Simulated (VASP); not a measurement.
# Al12Si in VASP: relaxation of the atoms with PBE

Aim: the relaxation of the atoms of Al12Si with PBE.

All numbers are computed with VASP 6.6.1; they aren't measurements. Logs are shortened: lines on timing, memory, paths and dates and some standing lists are left out, and cuts for length are marked.

**1. The cell of the first run**

The cell holds a slab with vacuum, 13 atoms: a = 5.714 Å, b = 5.714 Å, c = 19.675 Å, α = 90.00°, β = 90.00°, γ = 90.00°.

**2. Relaxation of the atoms, PBE**

INCAR

```
SYSTEM = Al12Si
  PREC = Accurate
  ENCUT = 520
  EDIFF = 1E-6
  ISMEAR = 0
  SIGMA = 0.1
  LREAL = .False.
  LASPH = .True.
  NELM = 60
  ALGO = Fast
  ISIF = 2
  LWAVE = .False.
  LCHARG = .False.
  LDIPOL = .True.
  IDIPOL = 3
  DIPOL = 0.5 0.5 0.326
  GGA = PE
  IBRION = 2
  NSW = 36
  EDIFFG = -0.025
```

KPOINTS

```
Automatic mesh
0
Gamma
  5 5 1
  0 0 0
```

POSCAR

```
Al12Si
1.0
    5.7143028096      0.0000000000      0.0000000000
    0.0000000000      5.7143028096      0.0000000000
    0.0000000000      0.0000000000     19.6750228547
Al Si
12 1
Selective dynamics
Direct
    0.2500000000      0.2500000000      0.2033034487  F F F
    0.2500000000      0.7500000000      0.2033034487  F F F
    0.7500000000      0.2500000000      0.2033034487  F F F
    0.7500000000      0.7500000000      0.2033034487  F F F
    0.0000000000      0.0000000000      0.3092772455  F F F
    0.0000000000      0.5000000000      0.3092772455  F F F
    0.5000000000      0.0000000000      0.3092772455  F F F
    0.5000000000      0.5000000000      0.3092772455  F F F
    0.2500000000      0.2500000000      0.4155025849  F F F
    0.2500000000      0.7500000000      0.4155025849  F F F
    0.7500000000      0.2500000000      0.4155025849  F F F
    0.7500000000      0.7500000000      0.4155025849  F F F
    0.3333333333      0.3333333333      0.5294278976  F F T
```

Potentials or basis: VASP PAW PBE potentials, release 64 (Al, Si).

On the command line:

```console
$ cat potpaw_PBE.64/Al/POTCAR potpaw_PBE.64/Si/POTCAR > POTCAR
$ mpirun -np 1 vasp_std > vasp.out
```

OUTCAR:

```text
SYSTEM = Al12Si
   PREC = Accurate
   ENCUT = 520
   EDIFF = 1E-6
   ISMEAR = 0
   LREAL = .False.
   LASPH = .True.
   NELM = 60
   ISIF = 2
   GGA = PE
   IBRION = 2
   NSW = 36
   EDIFFG = -0.025

 ion  position               nearest neighbor table
   1  0.250  0.250  0.203-   2 2.86   3 2.86   2 2.86   3 2.86   7 2.90   8 2.90   5 2.90   6 2.90

   2  0.250  0.750  0.203-   1 2.86   4 2.86   1 2.86   4 2.86   7 2.90   8 2.90   5 2.90   6 2.90

   3  0.750  0.250  0.203-   1 2.86   4 2.86   4 2.86   1 2.86   7 2.90   8 2.90   5 2.90   6 2.90
[... 15 lines left out ...]
  11  0.750  0.250  0.416-   9 2.86  12 2.86  12 2.86   9 2.86   5 2.91   6 2.91   7 2.91   8 2.91

  12  0.750  0.750  0.416-  10 2.86  11 2.86  11 2.86  10 2.86   5 2.91   6 2.91   7 2.91   8 2.91

  13  0.333  0.333  0.529-   9 2.34

  LATTYP: Found a simple tetragonal cell.
 ALAT       =     5.7143028096
 C/A-ratio  =     3.4431186989

  Lattice vectors:

 A1 = (   5.7143028096,   0.0000000000,   0.0000000000)
 A2 = (   0.0000000000,   5.7143028096,   0.0000000000)
 A3 = (   0.0000000000,   0.0000000000,  19.6750228547)

Analysis of symmetry for initial positions (statically):
=====================================================================
 Subroutine PRICEL returns:
 Original cell was already a primitive cell.

 Routine SETGRP: Setting up the symmetry group for a
 simple tetragonal supercell.

 Subroutine GETGRP returns: Found  2 space group operations
 (whereof  2 operations were pure point group operations)
 out of a pool of 16 trial point group operations.

The static configuration has the point symmetry C_1h.

Analysis of symmetry for dynamics (positions and initial velocities):
=====================================================================
 Subroutine PRICEL returns:
 Original cell was already a primitive cell.

 Routine SETGRP: Setting up the symmetry group for a
 simple tetragonal supercell.

 Subroutine GETGRP returns: Found  2 space group operations
 (whereof  2 operations were pure point group operations)
 out of a pool of 16 trial point group operations.

The dynamic configuration has the point symmetry C_1h.

Analysis of constrained symmetry for selective dynamics:
=====================================================================
 Subroutine PRICEL returns:
 Original cell was already a primitive cell.

 Routine SETGRP: Setting up the symmetry group for a
 simple tetragonal supercell.

 Subroutine GETGRP returns: Found  2 space group operations
 (whereof  2 operations were pure point group operations)
 out of a pool of 16 trial point group operations.

The constrained configuration has the point symmetry C_1h.

 Subroutine INISYM returns: Found  2 space group operations
 (whereof  2 operations are pure point group operations),
 and found     1 'primitive' translations

----------------------------------------------------------------------------------------

                                     Primitive cell

  volume of cell :     642.4536

  direct lattice vectors                    reciprocal lattice vectors
     5.714302810  0.000000000  0.000000000     0.174999476  0.000000000  0.000000000
     0.000000000  5.714302810  0.000000000     0.000000000  0.174999476  0.000000000
     0.000000000  0.000000000 19.675022855     0.000000000  0.000000000  0.050825862

  length of vectors
     5.714302810  5.714302810 19.675022855     0.174999476  0.174999476  0.050825862

  position of ions in fractional coordinates (direct lattice)
     0.250000000  0.250000000  0.203303449
     0.250000000  0.750000000  0.203303449
     0.750000000  0.250000000  0.203303449
     0.750000000  0.750000000  0.203303449
     0.000000000  0.000000000  0.309277245
     0.000000000  0.500000000  0.309277245
     0.500000000  0.000000000  0.309277245
     0.500000000  0.500000000  0.309277245
     0.250000000  0.250000000  0.415502585
     0.250000000  0.750000000  0.415502585
     0.750000000  0.250000000  0.415502585
     0.750000000  0.750000000  0.415502585
     0.333333333  0.333333333  0.529427898

  ion indices of the primitive-cell ions
   primitive index   ion index
                 1           1
                 2           2
                 3           3
                 4           4
                 5           5
                 6           6
                 7           7
                 8           8
                 9           9
                10          10
                11          11
                12          12
                13          13

----------------------------------------------------------------------------------------

 KPOINTS: Automatic mesh

Automatic generation of k-mesh.
 Grid dimensions read from file:
 generate k-points for:    5    5    1

 Generating k-lattice:

  Cartesian coordinates                     Fractional coordinates (reciprocal lattice)
     0.034999895  0.000000000  0.000000000     0.200000000  0.000000000  0.000000000
     0.000000000  0.034999895  0.000000000     0.000000000  0.200000000  0.000000000
     0.000000000  0.000000000  0.050825862     0.000000000  0.000000000  1.000000000

  Length of vectors
     0.034999895  0.034999895  0.050825862

  Shift w.r.t. Gamma in fractional coordinates (k-lattice)
     0.000000000  0.000000000  0.000000000

 Subroutine IBZKPT returns following result:
 ===========================================

 Found      9 irreducible k-points:

 Following reciprocal coordinates:
            Coordinates               Weight
  0.000000  0.000000  0.000000      1.000000
  0.200000  0.000000  0.000000      4.000000
  0.400000  0.000000  0.000000      4.000000
  0.200000  0.200000  0.000000      2.000000
 -0.200000  0.200000  0.000000      2.000000
  0.400000  0.200000  0.000000      4.000000
 -0.200000  0.400000  0.000000      4.000000
  0.400000  0.400000  0.000000      2.000000
 -0.400000  0.400000  0.000000      2.000000
   k-points           NKPTS =      9   k-points in BZ     NKDIM =      9   number of bands    NBANDS=     27
   number of dos      NEDOS =    301   number of ions     NIONS =     13
   total plane-waves  NPLWV = 264600
   dimension x,y,z NGX =    42 NGY =   42 NGZ =  150
   dimension x,y,z NGXF=    84 NGYF=   84 NGZF=  300
   ions per type =              12   1
   NGX,Y,Z   is equivalent  to a cutoff of  12.22, 12.22, 12.67 a.u.
   NGXF,Y,Z  is equivalent  to a cutoff of  24.44, 24.44, 25.35 a.u.
 SYSTEM =  Al12Si
   PREC   = accura    normal or accurate (medium, high low for compatibility)
   ISTART =      0    job   : 0-new  1-cont  2-samecut
   ICHARG =      2    charge: 1-file 2-atom 10-const
   ISPIN  =      1    spin polarized calculation?
   LNONCOLLINEAR =      F non collinear calculations
   LSORBIT =      F    spin-orbit coupling
   LASPH  =      T    aspherical Exc in radial PAW
   ENCUT  =  520.0 eV  38.22 Ry    6.18 a.u.  10.62 10.62 36.58*2*pi/ulx,y,z
   NELM   =     60;   NELMIN=  2; NELMDL= -5     # of ELM steps
   EDIFF  = 0.1E-05   stopping-criterion for ELM
   LREAL  =      F    real-space projection
   EDIFFG = -.3E-01   stopping-criterion for IOM
   NSW    =     36    number of steps for IOM
   IBRION =      2    ionic relax: 0-MD 1-quasi-New 2-CG
   NFREE  =      1    steps in history (QN), initial steepest desc. (CG)
   ISIF   =      2    stress and relaxation
   ISYM   =      2    0-nonsym 1-usesym 2-fastsym
   POTIM  = 0.5000    time-step for ionic-motion
   TEBEG  =    0.0;   TEEND  =   0.0 temperature during run
   PSTRESS=    0.0 pullay stress
   NELECT =      40.0000    total number of electrons
   NUPDOWN=      -1.0000    fix difference up-down
   EMIN   =  10.00;   EMAX   =-10.00  energy-range for DOS
   EFERMI =   0.00;   METHOD = LEGACY
   ISMEAR =     0;   SIGMA  =   0.10  broadening in eV -4-tet -1-fermi 0-gaus
   EFERMI_NEDOS =   21; number of points for ismear=-14 and -15
   IALGO  =     68    algorithm
   IMIX   =      4    mixing-type and parameters
     AMIX     =   0.40;   BMIX     =  1.00
     AMIX_MAG =   1.60;   BMIX_MAG =  1.00
  volume/ion in A,a.u.               =      49.42       333.50
  Fermi-wavevector in a.u.,A,eV,Ry     =   0.648855  1.226158  5.728225  0.421013
  Thomas-Fermi vector in A             =   1.717622
   LORBIT       =      0    0 simple, 1 ext, 2 COOP (PROOUT), +10 PAW based schemes
   GGA     = PE    functional components
   LHFCALC =     F    Hartree Fock is set to
   AEXX    =    0.0000 exact exchange contribution
   IVDW    =     0    specifies the selected vdW correction
   LEPSILON=     F    determine dielectric tensor
   LRPA    =     F    only Hartree local field effects (RPA)
 conjugate gradient relaxation of ions
 non-spin polarized calculation
 RMM-DIIS sequential band-by-band and
 Gauss-broadening in eV      SIGMA  =   0.10
  energy-cutoff  :      520.00
  volume of cell :      642.45
 maximum number of plane-waves:     17320
   NGX = 21   NGY = 21   NGZ = 73

 dipolmoment           0.000000      0.000000     -0.000442 electrons x Angstroem

--------------------------------------- Ionic step        1  -------------------------------------------

 number of electron      39.9999999 magnetization

 Free energy of the ion-electron system (eV)
  ---------------------------------------------------
  ext. energy  EPLUGINS =         0.00000000
  ---------------------------------------------------
  free energy    TOTEN  =       -44.96491064 eV

  energy without entropy =      -44.93662654  energy(sigma->0) =      -44.95076859

------------------------ aborting loop because EDIFF is reached ----------------------------------------

  FORCE on cell =-STRESS in cart. coord.  units (eV):
  Direction    XX          YY          ZZ          XY          YZ          ZX
  --------------------------------------------------------------------------------------
  -------------------------------------------------------------------------------------
  Total       -8.7222728     -8.7222728     -0.7684942     -0.0802985      0.9487525      0.9487526
  in kB      -21.7519654    -21.7519654     -1.9165026     -0.2002517      2.3660382      2.3660385
  external PRESSURE =     -15.1401445 kB  Pullay stress =       0.0000000 kB
[... 81 lines left out ...]
--------------------------------------- Ionic step        3  -------------------------------------------

 number of electron      39.9999999 magnetization

 dipolmoment           0.000000      0.000000      0.073995 electrons x Angstroem

 Free energy of the ion-electron system (eV)
  ---------------------------------------------------
  ext. energy  EPLUGINS =         0.00000000
  ---------------------------------------------------
  free energy    TOTEN  =       -44.96608636 eV

  energy without entropy =      -44.93797472  energy(sigma->0) =      -44.95203054

 E-fermi :  -0.3287     XC(G=0):  -4.5972

 val. band max:       -0.3305927382   @ k =   0.0000   0.0000   0.0000
 cond. band min:      -0.2846762096   @ k =   0.2000   0.0000   0.0000
 fundamental gap:      0.0459165286
 Fermi energy:        -0.3286832985

 k-point     1 :       0.0000    0.0000    0.0000
  band No.  band energies     occupation
      1     -10.4595      2.00000
      2      -8.6242      2.00000
      3      -7.1852      2.00000
      4      -6.0444      2.00000
      5      -5.9969      2.00000
      6      -5.9300      2.00000
[... 259 lines left out ...]
     26       1.3419      0.00000
     27       1.6259      0.00000

------------------------ aborting loop because EDIFF is reached ----------------------------------------

 vacuum level on the upper side and lower side of the slab       (xc-potential included)         0.064        -0.330

  FORCE on cell =-STRESS in cart. coord.  units (eV):
  Direction    XX          YY          ZZ          XY          YZ          ZX
  --------------------------------------------------------------------------------------
  -------------------------------------------------------------------------------------
  Total       -8.7344210     -8.7344210     -0.3920942     -0.0716912      1.0112590      1.0112591
  in kB      -21.7822611    -21.7822611     -0.9778207     -0.1787865      2.5219196      2.5219199
  external PRESSURE =     -14.8474476 kB  Pullay stress =       0.0000000 kB
[... 28 lines left out ...]
  FREE ENERGIE OF THE ION-ELECTRON SYSTEM (eV)
  ---------------------------------------------------
  free  energy   TOTEN  =       -44.9660863606 eV

  energy  without entropy=      -44.9379747164  energy(sigma->0) =      -44.95203054

 reached required accuracy - stopping structural energy minimisation

 vacuum level on the upper side and lower side of the slab         4.397         3.985
```

Run time: 8.7 min. Hardware: 1 thread of Oxide Virtual Turin-like, shared host; peak memory 0.64 GiB.

What came out:

- Free energy: -44.9661 eV
- Energy gained by relaxing: 0.1 meV/atom
- Ionic steps: 3
- Band gap on the k mesh: zero (bands 20 and 21 overlap by 0.87 eV)

Step by step:
```
step  energy change (eV)  largest force on free atoms (eV/Å)  pressure (GPa)
   1              0.0000                              0.1486           -1.51
   2             -0.0008                              0.0819           -1.50
   3             -0.0012                              0.0028           -1.48
```

Final structure:
```
CELL_PARAMETERS angstrom
5.71430 0.00000 0.00000
0.00000 5.71430 0.00000
0.00000 0.00000 19.67502
ATOMIC_POSITIONS crystal
Al 0.25000 0.25000 0.20330
Al 0.25000 0.75000 0.20330
Al 0.75000 0.25000 0.20330
Al 0.75000 0.75000 0.20330
Al 0.00000 0.00000 0.30928
Al 0.00000 0.50000 0.30928
Al 0.50000 0.00000 0.30928
Al 0.50000 0.50000 0.30928
Al 0.25000 0.25000 0.41550
Al 0.25000 0.75000 0.41550
Al 0.75000 0.25000 0.41550
Al 0.75000 0.75000 0.41550
Si 0.33333 0.33333 0.52862
```

The gap in the log of VASP goes by the Fermi energy; the results here count the filled bands.